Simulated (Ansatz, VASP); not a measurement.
Two plane-wave programs on ScTa

```
CELL_PARAMETERS angstrom
4.74577 0.00000 0.00000
0.00000 3.14058 0.00000
0.00000 0.00000 4.84547
ATOMIC_POSITIONS crystal
Sc 0.75000 0.00000 0.68700
Sc 0.25000 0.00000 0.31300
Ta 0.75000 0.50000 0.18800
Ta 0.25000 0.50000 0.81200
```

Alike in both runs: task single point; functional PBE; k mesh 4 × 6 × 4; occupations gaussian, width 0.1 eV; no spin polarisation.

|  | VASP | Ansatz |
| --- | --- | --- |
| version | VASP 6.6.1 | Ansatz 0.2.0 |
| potentials or method | VASP PAW PBE potentials, release 64 (Sc_sv, Ta_pv), cutoff 520 eV | scalar-relativistic, plane waves, PAW |
| valence electrons in the cell | 44 | 48 |

|  | VASP | Ansatz | Ansatz less VASP |
| --- | --- | --- | --- |
| gap on the k mesh at the Fermi level (eV) | none | none | - |
| pressure (GPa) | 16.1 | 15.9 | -0.18 |
| traceless stress, the component that is largest in VASP (GPa) | 6.23 | 6.26 | +0.025 |
| rms of the force components (eV/Å) | 0.575 | 0.574 | -0.0005 |

Atom by atom the forces differ by 0.001 eV/Å (rms over components). A gap of «none» marks a metal or a gap that the smearing closes. The functional is the same, so the differences come from potentials, cutoffs and numerics. VASP's potentials hold 44 valence electrons a cell and Ansatz's 48, so a difference there can come from the potentials and not from the codes.

Neither program's run includes spin-orbit coupling.
